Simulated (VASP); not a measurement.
# Bi in VASP: single point with PBE+D3(BJ)

Aim: the single point of Bi with PBE+D3(BJ).

Everything below comes from runs of VASP 6.6.1. Logs are shortened: lines on timing, memory, paths and dates and some standing lists are left out, and cuts for length are marked.

## Step 1: The cell of the first run

The cell holds a slab with vacuum, 12 atoms: a = 9.371 Å, b = 6.519 Å, c = 25.337 Å, α = 90.00°, β = 90.00°, γ = 87.35°.

## Step 2: Single point, PBE+D3(BJ)

Contents of INCAR:

```
SYSTEM = Bi
  PREC = Accurate
  ENCUT = 520
  EDIFF = 1E-7
  ISMEAR = 0
  SIGMA = 0.1
  LREAL = .False.
  LASPH = .True.
  NELM = 80
  ALGO = Normal
  ISIF = 2
  LWAVE = .False.
  LCHARG = .True.
  LDIPOL = .True.
  IDIPOL = 3
  DIPOL = 0.5 0.5 0.401
  GGA = PE
  IVDW = 12
  LELF = .True.
  LVHAR = .True.
  LVACPOTAV = .True.
  NBANDS = 102
```

Contents of KPOINTS:

```
Automatic mesh
0
Gamma
  2 3 1
  0 0 0
```

Contents of POSCAR:

```
Bi
1.0
    9.3713694617      0.0000000000      0.0000000000
    0.3011862099      6.5122427808      0.0000000000
    0.0000000000      0.0000000000     25.3374906248
Bi
12
Direct
    0.0128838755      0.2628838755      0.3157376600
    0.5128838755      0.2628838755      0.3157376600
    0.9871161245      0.7371161245      0.3157376600
    0.4871161245      0.7371161245      0.3157376600
    0.7384471193      0.6684472428      0.4016396111
    0.2393982239      0.6660900417      0.4013092907
    0.7622769947      0.1745795595      0.4004912461
    0.2611064837      0.1732433194      0.4004159285
    0.5058605572      0.2781166987      0.4851562627
    0.0063086016      0.2725397438      0.4866687913
    0.4918494829      0.7301674180      0.4884582937
    0.9943249331      0.7243250250      0.4885289528
```

Potentials or basis: VASP PAW PBE potentials, release 64 (Bi_d).

Launch:

```bash
> cat potpaw_PBE.64/Bi_d/POTCAR > POTCAR
> mpirun -np 1 vasp_std > vasp.out
```

OUTCAR:

```text
SYSTEM = Bi
   PREC = Accurate
   ENCUT = 520
   EDIFF = 1E-7
   ISMEAR = 0
   LREAL = .False.
   LASPH = .True.
   NELM = 80
   ISIF = 2
   GGA = PE
   IVDW = 12
 IVDW          = 12

 ion  position               nearest neighbor table
   1  0.013  0.263  0.316-   3 3.09   8 3.20   7 3.25   3 3.45
   2  0.513  0.263  0.316-   4 3.09   7 3.21   8 3.26   4 3.45
   3  0.987  0.737  0.316-   1 3.09   6 3.23   5 3.23   1 3.45
   4  0.487  0.737  0.316-   2 3.09   5 3.22   6 3.23   2 3.45
   5  0.738  0.668  0.402-  11 3.20   7 3.22   4 3.22   3 3.23  12 3.29   7 3.32
   6  0.239  0.666  0.401-  12 3.20   8 3.21   3 3.23   4 3.23  11 3.28   8 3.32
   7  0.762  0.175  0.400-   2 3.21   5 3.22  10 3.25   1 3.25   9 3.27   5 3.32
   8  0.261  0.173  0.400-   1 3.20   6 3.21   9 3.24   2 3.26  10 3.28   6 3.32
   9  0.506  0.278  0.485-  11 2.95   8 3.24   7 3.27  11 3.58
  10  0.006  0.273  0.487-  12 2.94   7 3.25   8 3.28  12 3.58
  11  0.492  0.730  0.488-   9 2.95   5 3.20   6 3.28   9 3.58
  12  0.994  0.724  0.489-  10 2.94   6 3.20   5 3.29  10 3.58

  LATTYP: Found a simple monoclinic cell.
 ALAT       =     6.5192038754
 B/A-ratio  =     3.8865927664
 C/A-ratio  =     1.4375021308
 COS(beta)  =    -0.0461998452

  Lattice vectors:

 A1 = (   0.3011862099,   6.5122427808,   0.0000000000)
 A2 = (   0.0000000000,   0.0000000000, -25.3374906248)
 A3 = (  -9.3713694617,   0.0000000000,   0.0000000000)

Analysis of symmetry for initial positions (statically):
=====================================================================
 Subroutine PRICEL returns:
 Original cell was already a primitive cell.

 Routine SETGRP: Setting up the symmetry group for a
 simple monoclinic supercell.

 Subroutine GETGRP returns: Found  1 space group operations
 (whereof  1 operations were pure point group operations)
 out of a pool of  4 trial point group operations.

The static configuration has the point symmetry C_1 .

Analysis of symmetry for dynamics (positions and initial velocities):
=====================================================================
 Subroutine PRICEL returns:
 Original cell was already a primitive cell.

 Routine SETGRP: Setting up the symmetry group for a
 simple monoclinic supercell.

 Subroutine GETGRP returns: Found  1 space group operations
 (whereof  1 operations were pure point group operations)
 out of a pool of  4 trial point group operations.

The dynamic configuration has the point symmetry C_1 .
[... 114 lines left out ...]
   EFERMI_NEDOS =   21; number of points for ismear=-14 and -15
   IALGO  =     38    algorithm
   IMIX   =      4    mixing-type and parameters
     AMIX     =   0.40;   BMIX     =  1.00
     AMIX_MAG =   1.60;   BMIX_MAG =  1.00
  volume/ion in A,a.u.               =     128.86       869.59
  Fermi-wavevector in a.u.,A,eV,Ry     =   0.799343  1.510540  8.693435  0.638949
  Thomas-Fermi vector in A             =   1.906428
   LORBIT       =      0    0 simple, 1 ext, 2 COOP (PROOUT), +10 PAW based schemes
   GGA     = PE    functional components
   LHFCALC =     F    Hartree Fock is set to
   AEXX    =    0.0000 exact exchange contribution
   IVDW    =    12    specifies the selected vdW correction
   LEPSILON=     F    determine dielectric tensor
   LRPA    =     F    only Hartree local field effects (RPA)
 non-spin polarized calculation
 Gauss-broadening in eV      SIGMA  =   0.10
  energy-cutoff  :      520.00
  volume of cell :     1546.31
 maximum number of plane-waves:     41661
 NGX is ok and might be reduce to    70
   NGX = 35   NGY = 25   NGZ = 95

 dipolmoment           0.000000      0.000000      0.000990 electrons x Angstroem

 number of electron     180.0000005 magnetization

 dipolmoment           0.000000      0.000000     -0.001143 electrons x Angstroem

 Free energy of the ion-electron system (eV)
  ---------------------------------------------------
  ext. energy  EPLUGINS =         0.00000000
  ---------------------------------------------------
  free energy    TOTEN  =       -43.68721576 eV

  energy without entropy =      -43.68635038  energy(sigma->0) =      -43.68678307

 E-fermi :  -1.2785     XC(G=0):  -3.1682

 val. band max:       -1.4554949144   @ k =   0.0000   0.0000   0.0000
 cond. band min:      -1.0826798183   @ k =   0.0000   0.3333   0.0000
 fundamental gap:      0.3728150961
 Fermi energy:        -1.2784559499

 k-point     1 :       0.0000    0.0000    0.0000
  band No.  band energies     occupation
      1     -24.2930      2.00000
      2     -24.2860      2.00000
      3     -24.1825      2.00000
      4     -24.1700      2.00000
      5     -24.1650      2.00000
      6     -24.1636      2.00000
[... 409 lines left out ...]
    101       1.3243      0.00000
    102       1.3323      0.00000

------------------------ aborting loop because EDIFF is reached ----------------------------------------

 Edisp (eV)   -3.56322

 E8    (eV) :    -1.8499

  FORCE on cell =-STRESS in cart. coord.  units (eV):
  Direction    XX          YY          ZZ          XY          YZ          ZX
  --------------------------------------------------------------------------------------
  -------------------------------------------------------------------------------------
  Total      -4.06492    -8.86782    -0.14649    -0.42401    -0.00617     0.04424
  in kB      -4.21178    -9.18819    -0.15178    -0.43933    -0.00640     0.04584
  external pressure =       -4.52 kB  Pullay stress =        0.00 kB

 VOLUME and BASIS-vectors are now :
 -----------------------------------------------------------------------------
  energy-cutoff  :      520.00
  volume of cell :     1546.31
      direct lattice vectors                 reciprocal lattice vectors
     9.371369462  0.000000000  0.000000000     0.106707990 -0.004935162  0.000000000
     0.301186210  6.512242781  0.000000000     0.000000000  0.153556929  0.000000000
     0.000000000  0.000000000 25.337490625     0.000000000  0.000000000  0.039467207

 POSITION                                       TOTAL-FORCE (eV/Angst)
 -----------------------------------------------------------------------------------
      0.19992      1.71196      8.00000        -0.254494      0.316289      0.066677
      4.88560      1.71196      8.00000        -0.243216      0.309210      0.074291
      9.47264      4.80028      8.00000         0.239573     -0.294911     -0.062601
      4.78695      4.80028      8.00000         0.250253     -0.326469     -0.065322
      7.12159      4.35309     10.17654         0.006016      0.000572     -0.011987
      2.44411      4.33774     10.16817        -0.029628      0.004255     -0.026935
      7.19616      1.13690     10.14744         0.015241     -0.004681     -0.014915
      2.49910      1.12820     10.14553         0.001922     -0.003701     -0.008226
      4.82437      1.81116     12.29264        -0.001032     -0.025578      0.059177
      0.14121      1.77484     12.33097         0.003000     -0.020557     -0.021594
      4.82922      4.75503     12.37631         0.024534      0.011659     -0.004190
      9.53634      4.71698     12.37810        -0.012170      0.033911      0.015624
 -----------------------------------------------------------------------------------
    total drift:                                0.002574     -0.000500     -0.000226

  FREE ENERGIE OF THE ION-ELECTRON SYSTEM (eV)
  ---------------------------------------------------
  free  energy   TOTEN  =       -47.2504375336 eV

  energy  without entropy=      -47.2495721480  energy(sigma->0) =      -47.25000484

 vacuum level on the upper side and lower side of the slab         2.867         2.870
```

OSZICAR:

```text
N       E                     dE             d eps       ncg     rms          rms(c)
DAV:   1     0.177651869255E+04    0.17765E+04   -0.84630E+04  1088   0.146E+03
DAV:   2     0.106447227841E+03   -0.16701E+04   -0.16534E+04   948   0.397E+02
DAV:   3    -0.378070875168E+02   -0.14425E+03   -0.14334E+03   936   0.149E+02
[... 20 lines left out ...]
DAV:  24    -0.436872150704E+02   -0.48427E-06    0.42475E-08   506   0.466E-04    0.383E-05
DAV:  25    -0.436872152284E+02   -0.15798E-06    0.45082E-08   506   0.339E-04    0.295E-05
DAV:  26    -0.436872154397E+02   -0.21129E-06    0.50630E-08   484   0.270E-04    0.236E-05
DAV:  27    -0.436872156855E+02   -0.24576E-06    0.50500E-08   506   0.217E-04    0.122E-05
DAV:  28    -0.436872157632E+02   -0.77755E-07    0.52152E-08   462   0.172E-04
   1 F= -.47250438E+02 E0= -.47250005E+02  d E =-.865386E-03
```

stdout:

```text
POSCAR found type information on POSCAR Bi
 POSCAR found :  1 types and      12 ions
 scaLAPACK will be used
 LDA part: xc-table for (Slater+PW92), standard interpolation
 POSCAR, INCAR and KPOINTS ok, starting setup
 FFT: planning ... GRIDC
 FFT: planning ... GRID_SOFT
 FFT: planning ... GRID
 WAVECAR not read
 entering main loop
 -----------------------------------------------------------------------------
|                                                                             |
|           W    W    AA    RRRRR   N    N  II  N    N   GGGG   !!!           |
|           W    W   A  A   R    R  NN   N  II  NN   N  G    G  !!!           |
|           W    W  A    A  R    R  N N  N  II  N N  N  G       !!!           |
|           W WW W  AAAAAA  RRRRR   N  N N  II  N  N N  G  GGG   !            |
|           WW  WW  A    A  R   R   N   NN  II  N   NN  G    G                |
|           W    W  A    A  R    R  N    N  II  N    N   GGGG   !!!           |
|                                                                             |
|     Did not find any points to average over, which means that no vacuum     |
|     field-free region was found. Please increase the size of  your cell     |
|     in the dimension of the dipole correction to obtain accurate            |
|     workfunction values.                                                    |
|                                                                             |
 -----------------------------------------------------------------------------
```

Run time: 36 min. Hardware: 1 thread of Oxide Virtual Turin-like, shared host; peak memory 1.3 GiB.

What came out:

```yaml
Free_energy: -47.2504 eV
Largest_force: 0.417 eV/Å
Dispersion_energy_per_atom: -0.297 eV
```

Forces in eV/Å, atoms in the order of the input:
```
Bi  -0.254  0.316  0.067
Bi  -0.243  0.309  0.074
Bi   0.240 -0.295 -0.063
Bi   0.250 -0.326 -0.065
Bi   0.006  0.001 -0.012
Bi  -0.030  0.004 -0.027
Bi   0.015 -0.005 -0.015
Bi   0.002 -0.004 -0.008
Bi  -0.001 -0.026  0.059
Bi   0.003 -0.021 -0.022
Bi   0.025  0.012 -0.004
Bi  -0.012  0.034  0.016
```

Caveat: spin-orbit coupling is left out, which moves the levels of the heavy elements.
